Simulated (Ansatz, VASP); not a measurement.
# ZnSe: VASP beside Ansatz

```xyz
2
Lattice="0.0000 2.7836 2.7836 2.7836 0.0000 2.7836 2.7836 2.7836 0.0000" Properties=species:S:1:pos:R:3 pbc="T T T"
Zn    0.0000    0.0000    0.0000
Se    1.3918    1.3918    1.3918
```

Alike in both runs: functional LDA; k mesh 8 × 8 × 8; occupations gaussian, width 0.02 eV; no spin polarisation.

Ansatz relaxed the structure, and its values are those at the end. VASP's run is a single point on that final structure, the one shown.

```csv
,VASP,Ansatz
version,VASP 6.6.1,Ansatz 0.2.0
potentials or method,"VASP PAW LDA potentials, release 64 (Zn, Se), cutoff 520 eV","scalar-relativistic, plane waves, PAW"
valence electrons in the cell,18,28
```

```tsv
	VASP	Ansatz	Ansatz less VASP
gap on the k mesh at the Fermi level (eV)	1.29	1.25	-0.043
least direct gap on the mesh (eV)	1.29	1.25	-0.043
pressure (GPa)	0.4	0.0	-0.39
```

Ansatz warns that its potentials were made for another functional, while VASP's fit it. LDA's correlation is that of Perdew and Zunger in VASP and of Perdew and Wang (1992) in Ansatz. VASP's potentials hold 18 valence electrons a cell and Ansatz's 28, so a difference there can come from the potentials and not from the codes.
